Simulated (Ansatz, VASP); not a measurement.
## MoRu5: VASP beside Ansatz

```
CELL_PARAMETERS angstrom
2.73608 0.00000 0.00000
-1.36804 2.36952 0.00000
0.00000 0.00000 13.06645
ATOMIC_POSITIONS crystal
Mo 0.33333 0.66667 0.50000
Ru 0.66667 0.33333 0.00000
Ru 0.66667 0.33333 0.32921
Ru 0.66667 0.33333 0.67079
Ru 0.33333 0.66667 0.83749
Ru 0.33333 0.66667 0.16251
```

Alike in both runs: functional PBE; k mesh 6 × 6 × 2; occupations gaussian, width 0.1 eV; no spin polarisation.

Ansatz relaxed the structure, and its values are those at the end. VASP's run is a single point on that final structure, the one shown.

```csv
,VASP,Ansatz
version,VASP 6.6.1,Ansatz 0.2.0
potentials or method,"VASP PAW PBE potentials, release 64 (Mo_sv, Ru_pv), cutoff 520 eV","scalar-relativistic, plane waves, PAW"
valence electrons in the cell,84,94
```

```tsv
	VASP	Ansatz	Ansatz less VASP
gap on the k mesh at the Fermi level (eV)	none	none	-
pressure (GPa)	0.0	0.0	-0.03
rms of the force components (eV/Å)	0.002	0.005	+0.0022
```

A gap of «none» marks a metal or a gap that the smearing closes. With one functional, cell and mesh, what is left measures potentials, basis and numerics. VASP's potentials hold 84 valence electrons a cell and Ansatz's 94, so a difference there can come from the potentials and not from the codes.

The k mesh is coarse, so the values compare programs but aren't converged.
